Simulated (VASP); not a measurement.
A run of VASP 6.6.1 is set up as follows.

INCAR

```
PREC = Accurate
ENCUT = 520
EDIFF = 1E-6
ISMEAR = -1
SIGMA = 0.1
LREAL = F
LASPH = T
NELM = 60
ALGO = Normal
ISIF = 2
LWAVE = F
LCHARG = F
GGA = RE
NBANDS = 18
```

File KPOINTS:

```
Automatic mesh
0
Gamma
  14 14 4
```

Contents of POSCAR:

```
As
1.0
    3.0671495717      0.0000000000      0.0000000000
   -1.5335747858      2.6562294463      0.0000000000
    0.0000000000      0.0000000000     10.3805981011
As
4
Direct
    0.0000000000      0.0000000000      0.0000000000
    0.0000000000      0.0000000000      0.5000000000
    0.3333333333      0.6666666667      0.2500000000
    0.6666666667      0.3333333333      0.7500000000
```

Potentials or basis: VASP PAW PBE potentials, release 64 (As).

The run is started by

```bash
$ cat potpaw_PBE.64/As/POTCAR > POTCAR
$ mpirun -np 1 vasp_std > vasp.out
```

Problem. Predict the pressure.

Solution. -5.1 GPa.

Problem. Estimate the band gap on the k mesh.

Solution. Zero (band 10 reaches 9.91 eV, above the bottom of band 11 at 3.16 eV).

Stress tensor (GPa, compression positive):
```
-5.37  0.00  0.00
 0.00 -5.37  0.00
 0.00  0.00 -4.44
```

Caveat: the PAW data sets were made with another functional, which shifts forces and pressure a little.
